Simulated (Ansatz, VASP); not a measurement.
**C in VASP and in Ansatz**

INCAR

```
SYSTEM = C
ALGO = Normal
EDIFF = 1E-6
ENCUT = 520
GGA = PE
ISIF = 2
ISMEAR = 0
IVDW = 12
LASPH = .TRUE.
LCHARG = .FALSE.
LREAL = .FALSE.
LWAVE = .FALSE.
NBANDS = 11
NELM = 100
PREC = Accurate
SIGMA = 0.05
```

File KPOINTS:

```
k-points
0
G
  15 15 15
  0 0 0
```

POSCAR

```
C
1.0
    1.2016689031      0.6937838646      3.2769132065
   -1.2016689031      0.6937838646      3.2769132065
    0.0000000000     -1.3875677293      3.2769132064
C
2
Direct
    0.1609424319      0.1609424319      0.1609424319
    0.8390575681      0.8390575681      0.8390575681
```

Input for Ansatz:

```yaml
crystal:
  lattice:
    - [1.2016689031, 0.6937838646, 3.2769132065]
    - [-1.2016689031, 0.6937838646, 3.2769132065]
    - [0.0, -1.3875677293, 3.2769132064]
  atoms:
    - { symbol: C, position: [0.1609424319, 0.1609424319, 0.1609424319] }
    - { symbol: C, position: [0.8390575681, 0.8390575681, 0.8390575681] }
basis:
  ecutwfc: 520.0
kpoints:
  mp_grid: { grid: [15, 15, 15] }
hamiltonian:
  xc: pbe
  pseudopotentials: { kind: paw, azcp: { folder: soft_1 } }
  dispersion: d3bj
scf:
  occupations: { method: gaussian, width: 0.05 }
output:
  forces: true
  stress: true
  eigenvalues: true
```

Change from the starting cell: mode 4 frozen in at -0.057 Å, equal normal strain along x, y and z -0.0250.

Alike in both runs: task single point; functional PBE; dispersion D3(BJ); k mesh 15 × 15 × 15; occupations gaussian, width 0.05 eV; no spin polarisation.

```csv
,VASP,Ansatz
version,VASP 6.6.1,Ansatz 0.2.0
potentials or method,"VASP PAW PBE potentials, release 64 (C), cutoff 520 eV","scalar-relativistic, plane waves, PAW"
valence electrons in the cell,8,8
```

Ansatz gave:

```
gap on the k mesh at the Fermi level (eV)                     : 0.95
least direct gap on the mesh (eV)                             : 0.95
pressure (GPa)                                                : 24.8
traceless stress, the component that is largest in VASP (GPa) : -26.22
rms of the force components (eV/Å)                            : 1.040
```

Q: Which values does VASP return?

A: gap on the k mesh at the Fermi level (eV): 0.95; least direct gap on the mesh (eV): 0.95; pressure (GPa): 25.3; traceless stress, the component that is largest in VASP (GPa): -26.80; rms of the force components (eV/Å): 1.036.

Atom by atom the forces differ by 0.004 eV/Å (rms over components).
